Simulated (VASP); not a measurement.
# Cd (Im-3m) in VASP: a series of runs

The runs below take Cd through single point, with PBEsol.

All numbers are computed with VASP 6.6.1; they aren't measurements. Logs are shortened: lines on timing, memory, paths and dates and some standing lists are left out, and cuts for length are marked.

**1. The cell of the first run**

Symmetry: Im-3m, No. 229, cubic system. The conventional cell has a = 3.464 Å, b = 3.464 Å, c = 3.464 Å, α = 90.00°, β = 90.00°, γ = 90.00°. Cd (site symmetry m-3m) has 14 Cd at 3.00 to 3.46 Å within 4.0 Å.

This isn't the form of Cd at room conditions, which is hcp.

**2. Single point, PBEsol**

Contents of INCAR:

```
ALGO     = Normal         # electronic algorithm
EDIFF    = 1E-6           # SCF threshold, eV
ENCUT    = 500            # plane-wave cutoff, eV
GGA      = PS             # functional
GGA_COMPAT= F            
ISIF     = 2              # what is computed and relaxed
ISMEAR   = -1             # smearing method
LASPH    = T              # aspherical terms in the spheres
LCHARG   = F              # write CHGCAR
LREAL    = F              # projectors in reciprocal space
LWAVE    = F              # write WAVECAR
NBANDS   = 12             # bands
NELM     = 120            # most SCF steps
PREC     = Accurate       # precision mode
SIGMA    = 0.05           # smearing width, eV
```

Contents of KPOINTS:

```
k-points
0
Gamma
  8 8 8
```

Contents of POSCAR:

```
Cd
1.0
   -1.7320668002      1.7320668002      1.7320668002
    1.7320668002     -1.7320668002      1.7320668002
    1.7320668002      1.7320668002     -1.7320668002
Cd
1
Direct
    0.0000000000      0.0000000000      0.0000000000
```

Potentials or basis: VASP PAW PBE potentials, release 64 (Cd).

Run with:

```bash
> cat potpaw_PBE.64/Cd/POTCAR > POTCAR
> mpirun -np 1 vasp_std > vasp.out
```

OUTCAR:

```text
EDIFF = 1E-6
   ENCUT = 500
   GGA = PS
   ISIF = 2
   ISMEAR = -1
   LASPH = T
   LREAL = F
   NELM = 120
   PREC = Accurate

 ion  position               nearest neighbor table
   1  0.000  0.000  0.000-

  LATTYP: Found a body centered cubic cell.
 ALAT       =     3.4641336004

  Lattice vectors:

 A1 = (  -1.7320668002,   1.7320668002,   1.7320668002)
 A2 = (   1.7320668002,  -1.7320668002,   1.7320668002)
 A3 = (   1.7320668002,   1.7320668002,  -1.7320668002)

Analysis of symmetry for initial positions (statically):
=====================================================================
 Subroutine PRICEL returns:
 Original cell was already a primitive cell.

 Routine SETGRP: Setting up the symmetry group for a
 body centered cubic supercell.

 Subroutine GETGRP returns: Found 48 space group operations
 (whereof 48 operations were pure point group operations)
 out of a pool of 48 trial point group operations.

The static configuration has the point symmetry O_h .

Analysis of symmetry for dynamics (positions and initial velocities):
=====================================================================
 Subroutine PRICEL returns:
 Original cell was already a primitive cell.

 Routine SETGRP: Setting up the symmetry group for a
 body centered cubic supercell.

 Subroutine GETGRP returns: Found 48 space group operations
 (whereof 48 operations were pure point group operations)
 out of a pool of 48 trial point group operations.

The dynamic configuration has the point symmetry O_h .

 Subroutine INISYM returns: Found 48 space group operations
 (whereof 48 operations are pure point group operations),
 and found     1 'primitive' translations

----------------------------------------------------------------------------------------

                                     Primitive cell

  volume of cell :      20.7852

  direct lattice vectors                    reciprocal lattice vectors
    -1.732066800  1.732066800  1.732066800     0.000000000  0.288672469  0.288672469
     1.732066800 -1.732066800  1.732066800     0.288672469  0.000000000  0.288672469
     1.732066800  1.732066800 -1.732066800     0.288672469  0.288672469  0.000000000

  length of vectors
     3.000027700  3.000027700  3.000027700     0.408244521  0.408244521  0.408244521

  position of ions in fractional coordinates (direct lattice)
     0.000000000  0.000000000  0.000000000

  ion indices of the primitive-cell ions
   primitive index   ion index
                 1           1

----------------------------------------------------------------------------------------

 KPOINTS: k-points

Automatic generation of k-mesh.
 Grid dimensions read from file:
 generate k-points for:    8    8    8

 Generating k-lattice:

  Cartesian coordinates                     Fractional coordinates (reciprocal lattice)
     0.000000000  0.036084059  0.036084059     0.125000000  0.000000000  0.000000000
     0.036084059  0.000000000  0.036084059     0.000000000  0.125000000  0.000000000
     0.036084059  0.036084059  0.000000000     0.000000000  0.000000000  0.125000000

  Length of vectors
     0.051030565  0.051030565  0.051030565

  Shift w.r.t. Gamma in fractional coordinates (k-lattice)
     0.000000000  0.000000000  0.000000000

 Subroutine IBZKPT returns following result:
 ===========================================

 Found     29 irreducible k-points:

 Following reciprocal coordinates:
            Coordinates               Weight
  0.000000  0.000000  0.000000      1.000000
  0.125000  0.000000  0.000000     12.000000
  0.250000  0.000000  0.000000     12.000000
  0.375000  0.000000  0.000000     12.000000
  0.500000  0.000000  0.000000      6.000000
  0.125000  0.125000  0.000000     24.000000
[... 16 lines left out ...]
 -0.250000  0.250000  0.250000      6.000000
 -0.375000  0.375000  0.250000     24.000000
 [... further k-points ...]
   k-points           NKPTS =     29   k-points in BZ     NKDIM =     29   number of bands    NBANDS=     12
   number of dos      NEDOS =    301   number of ions     NIONS =      1
   total plane-waves  NPLWV =  13824
   dimension x,y,z NGX =    24 NGY =   24 NGZ =   24
   dimension x,y,z NGXF=    48 NGYF=   48 NGZF=   48
   ions per type =               1
   NGX,Y,Z   is equivalent  to a cutoff of  13.30, 13.30, 13.30 a.u.
   NGXF,Y,Z  is equivalent  to a cutoff of  26.60, 26.60, 26.60 a.u.
 SYSTEM =  unknown system
   PREC   = accura    normal or accurate (medium, high low for compatibility)
   ISTART =      0    job   : 0-new  1-cont  2-samecut
   ICHARG =      2    charge: 1-file 2-atom 10-const
   ISPIN  =      1    spin polarized calculation?
   LNONCOLLINEAR =      F non collinear calculations
   LSORBIT =      F    spin-orbit coupling
   LASPH  =      T    aspherical Exc in radial PAW
   ENCUT  =  500.0 eV  36.75 Ry    6.06 a.u.   5.47  5.47  5.47*2*pi/ulx,y,z
   NELM   =    120;   NELMIN=  2; NELMDL= -5     # of ELM steps
   EDIFF  = 0.1E-05   stopping-criterion for ELM
   LREAL  =      F    real-space projection
   EDIFFG = 0.1E-04   stopping-criterion for IOM
   NSW    =      0    number of steps for IOM
   IBRION =     -1    ionic relax: 0-MD 1-quasi-New 2-CG
   NFREE  =      0    steps in history (QN), initial steepest desc. (CG)
   ISIF   =      2    stress and relaxation
   ISYM   =      2    0-nonsym 1-usesym 2-fastsym
   POTIM  = 0.5000    time-step for ionic-motion
   TEBEG  =    0.0;   TEEND  =   0.0 temperature during run
   PSTRESS=    0.0 pullay stress
   NELECT =      12.0000    total number of electrons
   NUPDOWN=      -1.0000    fix difference up-down
   EMIN   =  10.00;   EMAX   =-10.00  energy-range for DOS
   EFERMI =   0.00;   METHOD = LEGACY
   ISMEAR =    -1;   SIGMA  =   0.05  broadening in eV -4-tet -1-fermi 0-gaus
   EFERMI_NEDOS =   21; number of points for ismear=-14 and -15
   IALGO  =     38    algorithm
   IMIX   =      4    mixing-type and parameters
     AMIX     =   0.40;   BMIX     =  1.00
     AMIX_MAG =   1.60;   BMIX_MAG =  1.00
  volume/ion in A,a.u.               =      20.79       140.27
  Fermi-wavevector in a.u.,A,eV,Ry     =   1.363172  2.576021 25.282856  1.858238
  Thomas-Fermi vector in A             =   2.489598
   LORBIT       =      0    0 simple, 1 ext, 2 COOP (PROOUT), +10 PAW based schemes
   GGA     = PS    functional components
   LHFCALC =     F    Hartree Fock is set to
   AEXX    =    0.0000 exact exchange contribution
   IVDW    =     0    specifies the selected vdW correction
   LEPSILON=     F    determine dielectric tensor
   LRPA    =     F    only Hartree local field effects (RPA)
 non-spin polarized calculation
  energy-cutoff  :      500.00
  volume of cell :       20.79
 maximum number of plane-waves:       543
 NGX is ok and might be reduce to    24
   NGX = 11   NGY = 11   NGZ = 11

 number of electron      11.9999999 magnetization

 Free energy of the ion-electron system (eV)
  ---------------------------------------------------
  ext. energy  EPLUGINS =         0.00000000
  ---------------------------------------------------
  free energy    TOTEN  =        -1.10987342 eV

  energy without entropy =       -1.10649837  energy(sigma->0) =       -1.10818589

 E-fermi :   2.9711     XC(G=0): -11.4307

 val. band max:        2.7663930765   @ k =   0.3750   0.1250   0.1250
 cond. band min:       3.0444860743   @ k =   0.5000   0.5000   0.2500
 fundamental gap:      0.2780929978
 Fermi energy:         2.9711354138

 k-point     1 :       0.0000    0.0000    0.0000
  band No.  band energies     occupation
      1      -6.2912      2.00000
      2      -6.2912      2.00000
      3      -6.2912      2.00000
      4      -6.1752      2.00000
      5      -5.5646      2.00000
      6      -5.5646      2.00000
      7      18.8318      0.00000
      8      18.8318      0.00000
      9      18.8318      0.00000
     10      20.1900      0.00000
     11      20.1900      0.00000
     12      20.1900      0.00000

 k-point     2 :       0.1250    0.0000    0.0000
  band No.  band energies     occupation
      1      -6.3473      2.00000
      2      -6.3145      2.00000
      3      -6.1298      2.00000
      4      -5.7294      2.00000
      5      -5.5823      2.00000
      6      -5.5618      2.00000
      7      15.4204      0.00000
      8      17.5317      0.00000
      9      18.0961      0.00000
     10      18.4170      0.00000
     11      18.9422      0.00000
     12      19.9036      0.00000

 k-point     3 :       0.2500    0.0000    0.0000
  band No.  band energies     occupation
      1      -6.4804      2.00000
      2      -6.4731      2.00000
      3      -5.7181      2.00000
      4      -5.6745      2.00000
      5      -5.5520      2.00000
      6      -4.2205      2.00000
      7      10.2926      0.00000
      8      15.3067      0.00000
      9      15.4137      0.00000
     10      17.7787      0.00000
     11      18.2883      0.00000
     12      21.4397      0.00000

 k-point     4 :       0.3750    0.0000    0.0000
  band No.  band energies     occupation
      1      -6.7036      2.00000
      2      -6.6105      2.00000
      3      -5.6318      2.00000
      4      -5.5381      2.00000
      5      -5.2697      2.00000
      6      -1.8560      2.00000
      7       5.6209      0.00000
      8      13.4985      0.00000
      9      13.8352      0.00000
     10      17.3614      0.00000
     11      18.0345      0.00000
     12      23.9434      0.00000

 k-point     5 :       0.5000    0.0000    0.0000
  band No.  band energies     occupation
      1      -6.8078      2.00000
      2      -6.6636      2.00000
      3      -5.6022      2.00000
      4      -5.5311      2.00000
      5      -5.0710      2.00000
      6       0.7243      2.00000
      7       2.2626      2.00000
      8      12.7982      0.00000
      9      13.3268      0.00000
     10      17.2232      0.00000
     11      17.9909      0.00000
     12      24.7005      0.00000
[... 228 lines left out ...]
      1      -6.3875      2.00000
      2      -6.2732      2.00000
      3      -6.2732      2.00000
      4      -5.4062      2.00000
      5      -5.4062      2.00000
      6       4.0077      0.00000
      7       4.2176      0.00000
      8       4.2176      0.00000
      9      15.9228      0.00000
     10      17.4212      0.00000
     11      17.4212      0.00000
     12      20.3300      0.00000

 k-point    22 :       0.2500    0.2500    0.2500
  band No.  band energies     occupation
      1      -6.2627      2.00000
      2      -6.2627      2.00000
      3      -6.2627      2.00000
      4      -5.5201      2.00000
      5      -5.5201      2.00000
      6       4.2786      0.00000
      7       5.3805      0.00000
      8       5.3805      0.00000
      9       5.3805      0.00000
     10      28.1559      0.00000
     11      28.1585      0.00000
     12      28.1620      0.00000

 k-point    23 :      -0.2500    0.2500    0.2500
  band No.  band energies     occupation
      1      -6.2087      2.00000
      2      -6.0088      2.00000
      3      -5.9623      2.00000
      4      -5.9623      2.00000
      5      -5.7489      2.00000
      6      -2.2694      2.00000
      7      11.1569      0.00000
      8      11.1569      0.00000
      9      12.1694      0.00000
     10      13.2038      0.00000
     11      23.5732      0.00000
     12      23.5732      0.00000

 k-point    24 :      -0.3750    0.3750    0.2500
  band No.  band energies     occupation
      1      -6.4611      2.00000
      2      -6.2385      2.00000
      3      -5.9642      2.00000
      4      -5.7398      2.00000
      5      -5.3458      2.00000
      6       0.0274      2.00000
      7       7.1056      0.00000
      8       9.5148      0.00000
      9      11.7953      0.00000
     10      14.2351      0.00000
     11      20.4546      0.00000
     12      23.1929      0.00000

 [... further k-points ...]

------------------------ aborting loop because EDIFF is reached ----------------------------------------

  FORCE on cell =-STRESS in cart. coord.  units (eV):
  Direction    XX          YY          ZZ          XY          YZ          ZX
  --------------------------------------------------------------------------------------
  -------------------------------------------------------------------------------------
  Total        0.1622883      0.1622883      0.1622883     -0.0000000     -0.0000000      0.0000000
  in kB       12.5096099     12.5096099     12.5096099     -0.0000000     -0.0000000      0.0000000
  external PRESSURE =      12.5096099 kB  Pullay stress =       0.0000000 kB

 VOLUME and BASIS-vectors are now :
 -----------------------------------------------------------------------------
  energy-cutoff  :      500.00
  volume of cell :       20.79
      direct lattice vectors                 reciprocal lattice vectors
    -1.732066800  1.732066800  1.732066800     0.000000000  0.288672469  0.288672469
     1.732066800 -1.732066800  1.732066800     0.288672469  0.000000000  0.288672469
     1.732066800  1.732066800 -1.732066800     0.288672469  0.288672469  0.000000000

 POSITION                                       TOTAL-FORCE (eV/Angst)
 -----------------------------------------------------------------------------------
      0.00000      0.00000      0.00000         0.000000      0.000000     -0.000000
 -----------------------------------------------------------------------------------
    total drift:                               -0.000000      0.000000      0.000000

  FREE ENERGIE OF THE ION-ELECTRON SYSTEM (eV)
  ---------------------------------------------------
  free  energy   TOTEN  =        -1.1098734196 eV

  energy  without entropy=       -1.1064983663  energy(sigma->0) =       -1.10818589
```

Wall time 4.6 s (1 thread of Intel Xeon Platinum 8259CL at 2.50GHz (Skylake/Cascade Lake), shared host); peak memory 0.13 GiB.

Results:

```
Free energy            : -1.1099 eV
Pressure               : 1.3 GPa
Band gap on the k mesh : zero (bands 6 and 7 overlap by 4.28 eV)
```

Caveat: the PAW data sets were made with another functional, which shifts forces and pressure a little.

**3. Single point, PBEsol**

This run uses another cell than the first one, of 21.10 Å³/atom.

Contents of INCAR:

```
PREC = Accurate ; ENCUT = 500
EDIFF = 1E-6 ; ISMEAR = -1
SIGMA = 0.05 ; LREAL = F
LASPH = T ; NELM = 120
ALGO = Normal ; ISIF = 2
LWAVE = F ; LCHARG = F
GGA = PS ; NBANDS = 12
GGA_COMPAT = F
```

Contents of KPOINTS:

```
Automatic mesh
0
Gamma
  8 8 8
```

Contents of POSCAR:

```
Cd
1.0
   -1.7408147607      1.7408147607      1.7408147607
    1.7408147607     -1.7408147607      1.7408147607
    1.7408147607      1.7408147607     -1.7408147607
Cd
1
Direct
    0.0000000000      0.0000000000      0.0000000000
```

Potentials or basis: VASP PAW PBE potentials, release 64 (Cd).

Run with:

```bash
> cat potpaw_PBE.64/Cd/POTCAR > POTCAR
> mpirun -np 1 vasp_std > vasp.out
```

It took 4.6 s on 1 thread of Intel Xeon Platinum 8259CL at 2.50GHz (Skylake/Cascade Lake), shared host; peak memory 0.13 GiB.

The run converged. Its results:

```yaml
Free_energy: -1.1115 eV
Pressure: 0.4 GPa
Band_gap_on_the_k_mesh: zero (bands 6 and 7 overlap by 4.30 eV)
```

Levels at points of the mesh, in eV from the Fermi level:
| k point | band 2 | band 3 | band 4 | band 5 | band 6 | band 7 | band 8 | band 9 | band 10 | band 11 |
| --- | --- | --- | --- | --- | --- | --- | --- | --- | --- | --- |
| (0.00, 0.00, 0.00) | -9.20 | -9.20 | -9.01 | -8.50 | -8.50 | 15.80 | 15.80 | 15.80 | 17.01 | 17.01 |
| (0.50, 0.00, 0.00) | -9.56 | -8.53 | -8.46 | -8.02 | -2.17 | -0.73 | 9.74 | 10.31 | 14.14 | 14.87 |
| (0.50, 0.50, 0.50) | -9.75 | -8.13 | -8.13 | -8.13 | 3.57 | 3.57 | 3.57 | 6.28 | 8.37 | 8.37 |

Caveat: the PAW data sets were made with another functional, which shifts forces and pressure a little.

[end of part 1 of 2]
